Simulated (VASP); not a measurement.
# LiGaI2 (R-3m) in VASP: further runs

Aim: see how the results for LiGaI2 move with the level of theory and the settings. Levels: PBE, LDA. Tasks: single point.

All numbers are computed with VASP 6.6.1; they aren't measurements. Logs are shortened: lines on timing, memory, paths and dates and some standing lists are left out, and cuts for length are marked.

### Step 1. The cell of the first run

The structure is trigonal, space group R-3m (No. 166). Conventional cell: a = 4.449 Å, b = 4.449 Å, c = 22.487 Å, α = 90.00°, β = 90.00°, γ = 120.00°. Within 4.0 Å of Li (site symmetry -3m) lie 6 I at 3.06 Å. Ga (site symmetry -3m) has 6 I at 3.31 Å and 6 Ga at 4.45 Å and 6 Li at 4.54 Å within 4.6 Å. Within 4.0 Å of I (site symmetry 3m) lie 3 Li at 3.06 Å and 3 Ga at 3.31 Å.

The cell was built from a structure type or drawn by symmetry, and may not be a known phase.

### Step 2. Single point, PBE

File INCAR:

```
SYSTEM = LiGaI2
  ALGO = Normal
  EDIFF = 1E-6
  ENCUT = 520
  GGA = PE
  ISIF = 2
  ISMEAR = 0
  LASPH = .True.
  LCHARG = .False.
  LREAL = .False.
  LWAVE = .False.
  NBANDS = 23
  NELM = 80
  PREC = Accurate
  SIGMA = 0.02
```

File KPOINTS:

```
k-points
0
Gamma
  6 6 6
  0 0 0
```

File POSCAR:

```
LiGaI2
1.0
    2.2245625627      1.2843517944      7.4956732986
   -2.2245625627      1.2843517944      7.4956732986
    0.0000000000     -2.5687035888      7.4956732986
Li Ga I
1 1 2
Direct
    0.5000000000      0.5000000000      0.5000000000
    0.0000000000      0.0000000000      0.0000000000
    0.7592764361      0.7592764361      0.7592764361
    0.2407235639      0.2407235639      0.2407235639
```

Potentials or basis: VASP PAW PBE potentials, release 64 (Li_sv, Ga_d, I).

Command:

```bash
cat potpaw_PBE.64/Li_sv/POTCAR potpaw_PBE.64/Ga_d/POTCAR potpaw_PBE.64/I/POTCAR > POTCAR
mpirun -np 1 vasp_std > vasp.out
```

OUTCAR:

```text
SYSTEM = LiGaI2
   EDIFF = 1E-6
   ENCUT = 520
   GGA = PE
   ISIF = 2
   ISMEAR = 0
   LASPH = .True.
   LREAL = .False.
   NELM = 80
   PREC = Accurate

 ion  position               nearest neighbor table
   1  0.500  0.500  0.500-   4 3.06   3 3.06   4 3.06   4 3.06   3 3.06   3 3.06
   2  0.000  0.000  0.000-
   3  0.759  0.759  0.759-   1 3.06   1 3.06   1 3.06
   4  0.241  0.241  0.241-   1 3.06   1 3.06   1 3.06

  LATTYP: Found a trigonal (rhomboedric) cell.
 ALAT       =     7.9235949118
 COS(alpha) =     0.8423569913

  Lattice vectors:

 A1 = (   2.2245625627,   1.2843517944,   7.4956732986)
 A2 = (  -2.2245625627,   1.2843517944,   7.4956732986)
 A3 = (   0.0000000000,  -2.5687035888,   7.4956732986)

Analysis of symmetry for initial positions (statically):
=====================================================================
 Subroutine PRICEL returns:
 Original cell was already a primitive cell.

 Routine SETGRP: Setting up the symmetry group for a
 trigonal (rhombohedral) supercell.

 Subroutine GETGRP returns: Found 12 space group operations
 (whereof 12 operations were pure point group operations)
 out of a pool of 12 trial point group operations.

The static configuration has the point symmetry D_3d.

Analysis of symmetry for dynamics (positions and initial velocities):
=====================================================================
 Subroutine PRICEL returns:
 Original cell was already a primitive cell.

 Routine SETGRP: Setting up the symmetry group for a
 trigonal (rhombohedral) supercell.

 Subroutine GETGRP returns: Found 12 space group operations
 (whereof 12 operations were pure point group operations)
 out of a pool of 12 trial point group operations.

The dynamic configuration has the point symmetry D_3d.

 Subroutine INISYM returns: Found 12 space group operations
 (whereof 12 operations are pure point group operations),
 and found     1 'primitive' translations

----------------------------------------------------------------------------------------

                                     Primitive cell

  volume of cell :     128.4963

  direct lattice vectors                    reciprocal lattice vectors
     2.224562563  1.284351794  7.495673299     0.224763290  0.129767146  0.044470099
    -2.224562563  1.284351794  7.495673299    -0.224763290  0.129767146  0.044470099
     0.000000000 -2.568703589  7.495673299     0.000000000 -0.259534292  0.044470099

  length of vectors
     7.923594912  7.923594912  7.923594912     0.263316612  0.263316612  0.263316612

  position of ions in fractional coordinates (direct lattice)
     0.500000000  0.500000000  0.500000000
     0.000000000  0.000000000  0.000000000
     0.759276436  0.759276436  0.759276436
     0.240723564  0.240723564  0.240723564

  ion indices of the primitive-cell ions
   primitive index   ion index
                 1           1
                 2           2
                 3           3
                 4           4

----------------------------------------------------------------------------------------

 KPOINTS: k-points

Automatic generation of k-mesh.
 Grid dimensions read from file:
 generate k-points for:    6    6    6

 Generating k-lattice:

  Cartesian coordinates                     Fractional coordinates (reciprocal lattice)
     0.037460548  0.021627858  0.007411683     0.166666667  0.000000000  0.000000000
    -0.037460548  0.021627858  0.007411683     0.000000000  0.166666667  0.000000000
     0.000000000 -0.043255715  0.007411683     0.000000000  0.000000000  0.166666667

  Length of vectors
     0.043886102  0.043886102  0.043886102

  Shift w.r.t. Gamma in fractional coordinates (k-lattice)
     0.000000000  0.000000000  0.000000000

 Subroutine IBZKPT returns following result:
 ===========================================

 Found     32 irreducible k-points:

 Following reciprocal coordinates:
            Coordinates               Weight
  0.000000  0.000000  0.000000      1.000000
  0.166667  0.000000  0.000000      6.000000
  0.333333  0.000000  0.000000      6.000000
  0.500000  0.000000  0.000000      3.000000
  0.166667  0.166667  0.000000      6.000000
  0.333333  0.166667  0.000000     12.000000
[... 16 lines left out ...]
  0.500000  0.500000  0.166667      6.000000
 -0.333333  0.500000  0.166667     12.000000
 [... further k-points ...]
   k-points           NKPTS =     32   k-points in BZ     NKDIM =     32   number of bands    NBANDS=     23
   number of dos      NEDOS =    301   number of ions     NIONS =      4
   total plane-waves  NPLWV = 216000
   dimension x,y,z NGX =    60 NGY =   60 NGZ =   60
   dimension x,y,z NGXF=   120 NGYF=  120 NGZF=  120
   ions per type =               1   1   2
   NGX,Y,Z   is equivalent  to a cutoff of  12.59, 12.59, 12.59 a.u.
   NGXF,Y,Z  is equivalent  to a cutoff of  25.18, 25.18, 25.18 a.u.
 SYSTEM =  LiGaI2
   PREC   = accura    normal or accurate (medium, high low for compatibility)
   ISTART =      0    job   : 0-new  1-cont  2-samecut
   ICHARG =      2    charge: 1-file 2-atom 10-const
   ISPIN  =      1    spin polarized calculation?
   LNONCOLLINEAR =      F non collinear calculations
   LSORBIT =      F    spin-orbit coupling
   LASPH  =      T    aspherical Exc in radial PAW
   ENCUT  =  520.0 eV  38.22 Ry    6.18 a.u.  14.73 14.73 14.73*2*pi/ulx,y,z
   NELM   =     80;   NELMIN=  2; NELMDL= -5     # of ELM steps
   EDIFF  = 0.1E-05   stopping-criterion for ELM
   LREAL  =      F    real-space projection
[... 7 lines left out ...]
   TEBEG  =    0.0;   TEEND  =   0.0 temperature during run
   PSTRESS=    0.0 pullay stress
   NELECT =      30.0000    total number of electrons
   NUPDOWN=      -1.0000    fix difference up-down
   EMIN   =  10.00;   EMAX   =-10.00  energy-range for DOS
   EFERMI =   0.00;   METHOD = LEGACY
   ISMEAR =     0;   SIGMA  =   0.02  broadening in eV -4-tet -1-fermi 0-gaus
   EFERMI_NEDOS =   21; number of points for ismear=-14 and -15
   IALGO  =     38    algorithm
   IMIX   =      4    mixing-type and parameters
     AMIX     =   0.40;   BMIX     =  1.00
     AMIX_MAG =   1.60;   BMIX_MAG =  1.00
  volume/ion in A,a.u.               =      32.12       216.78
  Fermi-wavevector in a.u.,A,eV,Ry     =   1.008057  1.904951 13.825953  1.016179
  Thomas-Fermi vector in A             =   2.140900
   LORBIT       =      0    0 simple, 1 ext, 2 COOP (PROOUT), +10 PAW based schemes
   GGA     = PE    functional components
   LHFCALC =     F    Hartree Fock is set to
   AEXX    =    0.0000 exact exchange contribution
   IVDW    =     0    specifies the selected vdW correction
   LEPSILON=     F    determine dielectric tensor
   LRPA    =     F    only Hartree local field effects (RPA)
 non-spin polarized calculation
 Gauss-broadening in eV      SIGMA  =   0.02
  energy-cutoff  :      520.00
  volume of cell :      128.50
 maximum number of plane-waves:      3490
   NGX = 29   NGY = 29   NGZ = 29

 number of electron      30.0000004 magnetization

 Free energy of the ion-electron system (eV)
  ---------------------------------------------------
  ext. energy  EPLUGINS =         0.00000000
  ---------------------------------------------------
  free energy    TOTEN  =       -10.91049282 eV

  energy without entropy =      -10.91049282  energy(sigma->0) =      -10.91049282

 E-fermi :   2.9189     XC(G=0):  -8.1881

 val. band max:        2.7412671897   @ k =   0.5000   0.5000   0.5000
 cond. band min:       4.8038195054   @ k =   0.5000   0.5000   0.0000
 fundamental gap:      2.0625523157
 Fermi energy:         2.9188879921

 k-point     1 :       0.0000    0.0000    0.0000
  band No.  band energies     occupation
      1     -43.7506      2.00000
      2     -11.5118      2.00000
      3     -11.5118      2.00000
      4     -11.5039      2.00000
      5     -11.5036      2.00000
      6     -11.5036      2.00000
[... 15 lines left out ...]
     22       9.3976      0.00000
     23       9.3977      0.00000

 k-point     2 :       0.1667    0.0000    0.0000
  band No.  band energies     occupation
      1     -43.7506      2.00000
      2     -11.5150      2.00000
      3     -11.5102      2.00000
      4     -11.5056      2.00000
      5     -11.5037      2.00000
      6     -11.5029      2.00000
[... 15 lines left out ...]
     22       9.0457      0.00000
     23       9.2042      0.00000

 k-point     3 :       0.3333    0.0000    0.0000
  band No.  band energies     occupation
      1     -43.7505      2.00000
      2     -11.5234      2.00000
      3     -11.5078      2.00000
      4     -11.5076      2.00000
      5     -11.5032      2.00000
      6     -11.5006      2.00000
[... 15 lines left out ...]
     22       9.1030      0.00000
     23       9.6160      0.00000

 k-point     4 :       0.5000    0.0000    0.0000
  band No.  band energies     occupation
      1     -43.7505      2.00000
      2     -11.5279      2.00000
      3     -11.5083      2.00000
      4     -11.5072      2.00000
      5     -11.5024      2.00000
      6     -11.4995      2.00000
[... 15 lines left out ...]
     22       9.3292      0.00000
     23       9.7524      0.00000

 k-point     5 :       0.1667    0.1667    0.0000
  band No.  band energies     occupation
      1     -43.7506      2.00000
      2     -11.5150      2.00000
      3     -11.5102      2.00000
      4     -11.5056      2.00000
      5     -11.5037      2.00000
      6     -11.5029      2.00000
[... 434 lines left out ...]
 k-point    22 :      -0.1667    0.3333    0.1667
  band No.  band energies     occupation
      1     -43.7505      2.00000
      2     -11.5241      2.00000
      3     -11.5107      2.00000
      4     -11.5071      2.00000
      5     -11.5034      2.00000
      6     -11.4997      2.00000
[... 15 lines left out ...]
     22       9.9584      0.00000
     23      10.4744      0.00000

 k-point    23 :       0.5000    0.5000    0.1667
  band No.  band energies     occupation
      1     -43.7505      2.00000
      2     -11.5234      2.00000
      3     -11.5078      2.00000
      4     -11.5076      2.00000
      5     -11.5032      2.00000
      6     -11.5006      2.00000
[... 15 lines left out ...]
     22       9.7331      0.00000
     23       9.7702      0.00000

 k-point    24 :      -0.3333    0.5000    0.1667
  band No.  band energies     occupation
      1     -43.7505      2.00000
      2     -11.5242      2.00000
      3     -11.5107      2.00000
      4     -11.5071      2.00000
      5     -11.5034      2.00000
      6     -11.4997      2.00000
[... 15 lines left out ...]
     22       9.4858      0.00000
     23      10.2408      0.00000

 [... further k-points ...]

------------------------ aborting loop because EDIFF is reached ----------------------------------------

  FORCE on cell =-STRESS in cart. coord.  units (eV):
  Direction    XX          YY          ZZ          XY          YZ          ZX
  --------------------------------------------------------------------------------------
  -------------------------------------------------------------------------------------
  Total       -0.0167294     -0.0167294     -0.0160388      0.0000000      0.0000000      0.0000000
  in kB       -0.2085934     -0.2085934     -0.1999824      0.0000000      0.0000000      0.0000000
  external PRESSURE =      -0.2057231 kB  Pullay stress =       0.0000000 kB

 VOLUME and BASIS-vectors are now :
 -----------------------------------------------------------------------------
  energy-cutoff  :      520.00
  volume of cell :      128.50
      direct lattice vectors                 reciprocal lattice vectors
     2.224562563  1.284351794  7.495673299     0.224763290  0.129767146  0.044470099
    -2.224562563  1.284351794  7.495673299    -0.224763290  0.129767146  0.044470099
     0.000000000 -2.568703589  7.495673299     0.000000000 -0.259534292  0.044470099

 POSITION                                       TOTAL-FORCE (eV/Angst)
 -----------------------------------------------------------------------------------
      0.00000      0.00000     11.24351         0.000000     -0.000000     -0.000000
      0.00000      0.00000      0.00000         0.000000     -0.000000     -0.000000
      0.00000      0.00000     17.07386         0.000000     -0.000000     -0.000480
      0.00000      0.00000      5.41316         0.000000      0.000000      0.000480
 -----------------------------------------------------------------------------------
    total drift:                                0.000000      0.000000     -0.000000

  FREE ENERGIE OF THE ION-ELECTRON SYSTEM (eV)
  ---------------------------------------------------
  free  energy   TOTEN  =       -10.9104928177 eV

  energy  without entropy=      -10.9104928177  energy(sigma->0) =      -10.91049282
```

Wall time 5.5 min (1 thread of Oxide Virtual Turin-like, shared host); peak memory 0.48 GiB.

What came out:

- Free energy: -10.9105 eV
- Band gap on the k mesh: 2.06 eV (least direct gap 2.35 eV)

Caveat: the cutoff is under 1.25 times the usual one of these potentials, so pressure, stress and relaxed cells hold a basis-set (Pulay) error; spin-orbit coupling is left out, which moves the levels of the heavy elements. A k mesh can miss the band edges.

[end of part 1 of 2]
